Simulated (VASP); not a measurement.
Here is a VASP 6.6.1 calculation.

Contents of INCAR:

```
SYSTEM = Sc
AGGAC = 1.0
AGGAX = 1.0
ALDAC = 0.0
ALDAX = 1.0
ALGO = Normal
EDIFF = 1E-7
EDIFFG = -0.01
ENCUT = 600
GGA = B5
IBRION = 2
ISIF = 3
ISMEAR = -1
LASPH = .TRUE.
LCHARG = .FALSE.
LREAL = .FALSE.
LWAVE = .FALSE.
NELM = 60
NSW = 80
PREC = Accurate
SIGMA = 0.1
```

File KPOINTS:

```
k-points
0
G
  11 11 3
  0 0 0
```

Contents of POSCAR:

```
Sc
1.0
    3.2821872170      0.0000000000      0.0000000000
   -1.6410936085      2.8424575099      0.0000000000
    0.0000000000      0.0000000000     10.7196234508
Sc
4
Direct
    0.0000000000      0.0000000000      0.0000000000
    0.0000000000      0.0000000000      0.5000000000
    0.3333333333      0.6666666667      0.2500000000
    0.6666666667      0.3333333333      0.7500000000
```

Potentials or basis: VASP PAW PBE potentials, release 64 (Sc_sv).

Run with:

```console
$ cat potpaw_PBE.64/Sc_sv/POTCAR > POTCAR
$ mpirun -np 1 vasp_std > vasp.out
```

**Question.** What does it give for the band gap on the k mesh?

**Answer.** Zero (bands 22 and 23 overlap by 1.01 eV).

**Question.** Predict the relaxed cell.

**Answer.** a = 3.312 Å, b = 3.312 Å, c = 10.561 Å, α = 90.00°, β = 90.00°, γ = 120.00°.

**Question.** What does it give for the space group after relaxing (to 0.1 Å)?

**Answer.** P6_3/mmc (No. 194).

Final structure:
```
Sc
1.0
     3.31181    0.00000    0.00000
    -1.65591    2.86812    0.00000
     0.00000    0.00000   10.56111
Sc
4
Cartesian
  0.0000 0.0000 0.0000
  0.0000 0.0000 5.2806
  0.0000 1.9121 2.6403
  1.6559 0.9560 7.9208
```
